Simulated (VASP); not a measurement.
## NaH: single point with PBEsol

NaH:

```
Na H
1.0
     2.95512    0.00000    0.00000
     0.00000    2.95512    0.00000
     0.00000    0.00000    2.95512
Na H
1 1
Direct
  0.85643 0.85643 0.89848
  0.50000 0.50000 0.50000
```

This cell differs from its parent crystal: atom 1 (Na) moved by (-0.600, -0.300) A along [1 1 0] and z.

| Item | Value |
| --- | --- |
| Program | VASP 6.6.1 |
| Task | single point |
| Functional | PBEsol |
| Potentials or basis | VASP PAW PBE potentials, release 64 (Na_pv, H) |
| Cutoff | 500 eV |
| k mesh | 10 × 10 × 10 |
| Occupations | gaussian, width 0.05 eV |
| Spin | no spin polarisation |

| Quantity | Value |
| --- | --- |
| Pressure | 4.2 GPa |
| Largest force | 0.985 eV/Å |
| Band gap on the k mesh | 1.11 eV (least direct gap 4.25 eV) |

Forces on the atoms (eV/Å):
```
Na   0.577  0.577  0.551
H   -0.577 -0.577 -0.551
```

Stress tensor (GPa, compression positive):
```
4.01 3.97 3.63
3.97 4.01 3.63
3.63 3.63 4.51
```

Levels at points of the mesh, in eV from the valence-band top:
```tsv
k point	band 2	band 3	band 4	band 5	band 6	band 7
(0.00, 0.00, 0.00)	-23.99	-23.97	-5.68	7.82	10.68	10.79
(0.50, 0.00, 0.00)	-23.97	-23.95	-3.15	1.11	10.96	13.98
(0.00, 0.00, 0.50)	-23.97	-23.97	-3.15	1.18	10.68	14.04
(0.50, 0.50, 0.00)	-24.14	-23.94	-1.45	4.44	4.44	6.72
(0.00, 0.50, 0.50)	-24.13	-23.95	-1.49	4.40	4.49	6.83
(0.50, 0.50, 0.50)	-24.11	-24.10	0.00	7.11	7.18	7.94
```

Wall time 64 s on 1 thread of AMD EPYC 7R43 64-Core Processor (Zen 3), with other jobs on the host, peak memory 0.15 GiB.

Caveat: the cell differs from its parent crystal (atom 1 (Na) moved by (-0.600, -0.300) A along [1 1 0] and z); the cell stands under pressure; the PAW data sets were made with another functional, which shifts forces and pressure a little. A k mesh can miss the band edges.
